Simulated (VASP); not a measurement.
# Al6N in VASP: further runs, part 2 of 2

VASP 6.6.1.

## (3) Single point, PBE

The input, INCAR:

```
SYSTEM = Al6N
PREC = Accurate
ENCUT = 520
EDIFF = 1E-7
ISMEAR = 0
SIGMA = 0.1
LREAL = .FALSE.
LASPH = .TRUE.
NELM = 100
ALGO = Normal
ISIF = 2
LWAVE = .FALSE.
LCHARG = .FALSE.
LDIPOL = .TRUE.
IDIPOL = 3
DIPOL = 0.5 0.5 0.311
GGA = PE
NBANDS = 36
```

The input, KPOINTS:

```
Automatic mesh
0
G
  5 5 1
  0 0 0
```

The input, POSCAR:

```
Al6N
1.0
    5.7143028096      0.0000000000      0.0000000000
    0.0000000000      5.7143028096      0.0000000000
    0.0000000000      0.0000000000     22.1750227687
Al N
12 2
Direct
    0.2500000000      0.2500000000      0.1803831293
    0.2500000000      0.7500000000      0.1803831293
    0.7500000000      0.2500000000      0.1803831293
    0.7500000000      0.7500000000      0.1803831293
    0.0000000000      0.0000000000      0.2744094920
    0.0000000000      0.5000000000      0.2744094920
    0.5000000000      0.0000000000      0.2744094920
    0.5000000000      0.5000000000      0.2744094920
    0.2500000000      0.2500000000      0.3686590473
    0.2500000000      0.7500000000      0.3686590473
    0.7500000000      0.2500000000      0.3686590473
    0.7500000000      0.7500000000      0.3686590473
    0.3660379008      0.5000000000      0.5310038637
    0.6339620992      0.5000000000      0.5310038637
```

Potentials or basis: VASP PAW PBE potentials, release 64 (Al, N).

On the command line:

```
> cat potpaw_PBE.64/Al/POTCAR potpaw_PBE.64/N/POTCAR > POTCAR
> mpirun -np 1 vasp_std > vasp.out
```

OUTCAR:

```text
SYSTEM = Al6N
   PREC = Accurate
   ENCUT = 520
   EDIFF = 1E-7
   ISMEAR = 0
   LREAL = .FALSE.
   LASPH = .TRUE.
   NELM = 100
   ISIF = 2
   GGA = PE

 ion  position               nearest neighbor table
   1  0.250  0.250  0.180-   2 2.86   3 2.86   2 2.86   3 2.86   7 2.90   8 2.90   5 2.90   6 2.90

   2  0.250  0.750  0.180-   1 2.86   4 2.86   1 2.86   4 2.86   7 2.90   8 2.90   5 2.90   6 2.90

   3  0.750  0.250  0.180-   1 2.86   4 2.86   4 2.86   1 2.86   7 2.90   8 2.90   5 2.90   6 2.90
[... 15 lines left out ...]
  11  0.750  0.250  0.369-   9 2.86  12 2.86  12 2.86   9 2.86   5 2.91   6 2.91   7 2.91   8 2.91

  12  0.750  0.750  0.369-  10 2.86  11 2.86  11 2.86  10 2.86   5 2.91   6 2.91   7 2.91   8 2.91

  13  0.366  0.500  0.531-  14 1.53
  14  0.634  0.500  0.531-  13 1.53

  LATTYP: Found a simple tetragonal cell.
 ALAT       =     5.7143028096
 C/A-ratio  =     3.8806173750

  Lattice vectors:

 A1 = (   5.7143028096,   0.0000000000,   0.0000000000)
 A2 = (   0.0000000000,   5.7143028096,   0.0000000000)
 A3 = (   0.0000000000,   0.0000000000,  22.1750227687)

Analysis of symmetry for initial positions (statically):
=====================================================================
 Subroutine PRICEL returns:
 Original cell was already a primitive cell.

 Routine SETGRP: Setting up the symmetry group for a
 simple tetragonal supercell.

 Subroutine GETGRP returns: Found  4 space group operations
 (whereof  4 operations were pure point group operations)
 out of a pool of 16 trial point group operations.

The static configuration has the point symmetry C_2v.

Analysis of symmetry for dynamics (positions and initial velocities):
=====================================================================
 Subroutine PRICEL returns:
 Original cell was already a primitive cell.

 Routine SETGRP: Setting up the symmetry group for a
 simple tetragonal supercell.

 Subroutine GETGRP returns: Found  4 space group operations
 (whereof  4 operations were pure point group operations)
 out of a pool of 16 trial point group operations.

The dynamic configuration has the point symmetry C_2v.

 Subroutine INISYM returns: Found  4 space group operations
 (whereof  4 operations are pure point group operations),
 and found     1 'primitive' translations

----------------------------------------------------------------------------------------

                                     Primitive cell

  volume of cell :     724.0867

  direct lattice vectors                    reciprocal lattice vectors
     5.714302810  0.000000000  0.000000000     0.174999476  0.000000000  0.000000000
     0.000000000  5.714302810  0.000000000     0.000000000  0.174999476  0.000000000
     0.000000000  0.000000000 22.175022769     0.000000000  0.000000000  0.045095782

  length of vectors
     5.714302810  5.714302810 22.175022769     0.174999476  0.174999476  0.045095782

  position of ions in fractional coordinates (direct lattice)
     0.250000000  0.250000000  0.180383129
     0.250000000  0.750000000  0.180383129
     0.750000000  0.250000000  0.180383129
     0.750000000  0.750000000  0.180383129
     0.000000000  0.000000000  0.274409492
[... 74 lines left out ...]
   ISTART =      0    job   : 0-new  1-cont  2-samecut
   ICHARG =      2    charge: 1-file 2-atom 10-const
   ISPIN  =      1    spin polarized calculation?
   LNONCOLLINEAR =      F non collinear calculations
   LSORBIT =      F    spin-orbit coupling
   LASPH  =      T    aspherical Exc in radial PAW
   ENCUT  =  520.0 eV  38.22 Ry    6.18 a.u.  10.62 10.62 41.23*2*pi/ulx,y,z
   NELM   =    100;   NELMIN=  2; NELMDL= -5     # of ELM steps
   EDIFF  = 0.1E-06   stopping-criterion for ELM
   LREAL  =      F    real-space projection
   EDIFFG = 0.1E-05   stopping-criterion for IOM
   NSW    =      0    number of steps for IOM
   IBRION =     -1    ionic relax: 0-MD 1-quasi-New 2-CG
   NFREE  =      0    steps in history (QN), initial steepest desc. (CG)
   ISIF   =      2    stress and relaxation
   ISYM   =      2    0-nonsym 1-usesym 2-fastsym
   POTIM  = 0.5000    time-step for ionic-motion
   TEBEG  =    0.0;   TEEND  =   0.0 temperature during run
   PSTRESS=    0.0 pullay stress
   NELECT =      46.0000    total number of electrons
   NUPDOWN=      -1.0000    fix difference up-down
   EMIN   =  10.00;   EMAX   =-10.00  energy-range for DOS
   EFERMI =   0.00;   METHOD = LEGACY
   ISMEAR =     0;   SIGMA  =   0.10  broadening in eV -4-tet -1-fermi 0-gaus
   EFERMI_NEDOS =   21; number of points for ismear=-14 and -15
   IALGO  =     38    algorithm
   IMIX   =      4    mixing-type and parameters
     AMIX     =   0.40;   BMIX     =  1.00
     AMIX_MAG =   1.60;   BMIX_MAG =  1.00
  volume/ion in A,a.u.               =      51.72       349.03
  Fermi-wavevector in a.u.,A,eV,Ry     =   0.653227  1.234419  5.805675  0.426705
  Thomas-Fermi vector in A             =   1.723399
   LORBIT       =      0    0 simple, 1 ext, 2 COOP (PROOUT), +10 PAW based schemes
   GGA     = PE    functional components
   LHFCALC =     F    Hartree Fock is set to
   AEXX    =    0.0000 exact exchange contribution
   IVDW    =     0    specifies the selected vdW correction
   LEPSILON=     F    determine dielectric tensor
   LRPA    =     F    only Hartree local field effects (RPA)
 non-spin polarized calculation
 Gauss-broadening in eV      SIGMA  =   0.10
  energy-cutoff  :      520.00
  volume of cell :      724.09
 maximum number of plane-waves:     19529
   NGX = 21   NGY = 21   NGZ = 83

 dipolmoment           0.000000      0.000000     -0.035005 electrons x Angstroem

 number of electron      46.0000000 magnetization

 dipolmoment           0.000000      0.000000      0.197952 electrons x Angstroem

 Free energy of the ion-electron system (eV)
  ---------------------------------------------------
  ext. energy  EPLUGINS =         0.00000000
  ---------------------------------------------------
  free energy    TOTEN  =       -52.95012401 eV

  energy without entropy =      -52.93073499  energy(sigma->0) =      -52.94042950

 E-fermi :  -1.1647     XC(G=0):  -4.2027

 val. band max:       -1.2339400862   @ k =   0.4000   0.0000   0.0000
 cond. band min:      -1.1332390054   @ k =   0.0000   0.0000   0.0000
 fundamental gap:      0.1007010809
 Fermi energy:        -1.1647373760

 k-point     1 :       0.0000    0.0000    0.0000
  band No.  band energies     occupation
      1     -18.2905      2.00000
      2     -11.5838      2.00000
      3     -11.2272      2.00000
      4      -9.1193      2.00000
      5      -6.8355      2.00000
      6      -6.8353      2.00000
[... 331 lines left out ...]
     34       1.6549      0.00000
     35       1.8753      0.00000
 [bands above 35 left out]

------------------------ aborting loop because EDIFF is reached ----------------------------------------

 vacuum level on the upper side and lower side of the slab       (xc-potential included)         0.485        -0.590

  FORCE on cell =-STRESS in cart. coord.  units (eV):
  Direction    XX          YY          ZZ          XY          YZ          ZX
  --------------------------------------------------------------------------------------
  -------------------------------------------------------------------------------------
  Total      -29.0987496     -7.4724754     -0.9999688      0.0000000      0.0000000      0.0000000
  in kB      -64.3864283    -16.5342501     -2.2126180      0.0000000      0.0000000      0.0000000
  external PRESSURE =     -27.7110988 kB  Pullay stress =       0.0000000 kB

 VOLUME and BASIS-vectors are now :
 -----------------------------------------------------------------------------
  energy-cutoff  :      520.00
  volume of cell :      724.09
      direct lattice vectors                 reciprocal lattice vectors
     5.714302810  0.000000000  0.000000000     0.174999476  0.000000000  0.000000000
     0.000000000  5.714302810  0.000000000     0.000000000  0.174999476  0.000000000
     0.000000000  0.000000000 22.175022769     0.000000000  0.000000000  0.045095782

 POSITION                                       TOTAL-FORCE (eV/Angst)
 -----------------------------------------------------------------------------------
      1.42858      1.42858      4.00000        -0.003638      0.006071      0.023849
      1.42858      4.28573      4.00000        -0.003638     -0.006071      0.023849
      4.28573      1.42858      4.00000         0.003638      0.006071      0.023849
      4.28573      4.28573      4.00000         0.003638     -0.006071      0.023849
      0.00000      0.00000      6.08504         0.000000     -0.000000      0.008235
      0.00000      2.85715      6.08504         0.000000     -0.000000      0.012227
      2.85715      0.00000      6.08504         0.000000     -0.000000     -0.002395
      2.85715      2.85715      6.08504         0.000000     -0.000000      0.001986
      1.42858      1.42858      8.17502         0.001847      0.000473      0.008043
      1.42858      4.28573      8.17502         0.001847     -0.000473      0.008043
      4.28573      1.42858      8.17502        -0.001847      0.000473      0.008043
      4.28573      4.28573      8.17502        -0.001847     -0.000473      0.008043
      2.09165      2.85715     11.77502        13.982294     -0.000000     -0.073810
      3.62265      2.85715     11.77502       -13.982294     -0.000000     -0.073810
 -----------------------------------------------------------------------------------
    total drift:                                0.000000      0.000000      0.000185

  FREE ENERGIE OF THE ION-ELECTRON SYSTEM (eV)
  ---------------------------------------------------
  free  energy   TOTEN  =       -52.9501240112 eV

  energy  without entropy=      -52.9307349935  energy(sigma->0) =      -52.94042950

 vacuum level on the upper side and lower side of the slab         4.386         3.284
```

It took 11 min on 1 thread of Intel Xeon Platinum 8259CL at 2.50GHz (Skylake/Cascade Lake), shared host; peak memory 0.69 GiB.

What came out:

```
Free energy            : -52.9501 eV
Largest force          : 13.982 eV/Å
Band gap on the k mesh : zero (bands 23 and 24 overlap by 0.38 eV)
```

Forces in eV/Å, atoms in the order of the input:
```
Al   -0.004   0.006   0.024
Al   -0.004  -0.006   0.024
Al    0.004   0.006   0.024
Al    0.004  -0.006   0.024
Al    0.000   0.000   0.008
Al    0.000   0.000   0.012
Al    0.000   0.000  -0.002
Al    0.000   0.000   0.002
Al    0.002   0.000   0.008
Al    0.002   0.000   0.008
Al   -0.002   0.000   0.008
Al   -0.002   0.000   0.008
N    13.982   0.000  -0.074
N   -13.982   0.000  -0.074
```

Levels at points of the mesh, in eV from the Fermi level:
```tsv
k point	band 20	band 21	band 22	band 23	band 24	band 25	band 26	band 27
(0.00, 0.00, 0.00)	-0.77	-0.74	-0.68	-0.34	0.03	0.04	0.04	0.05
```
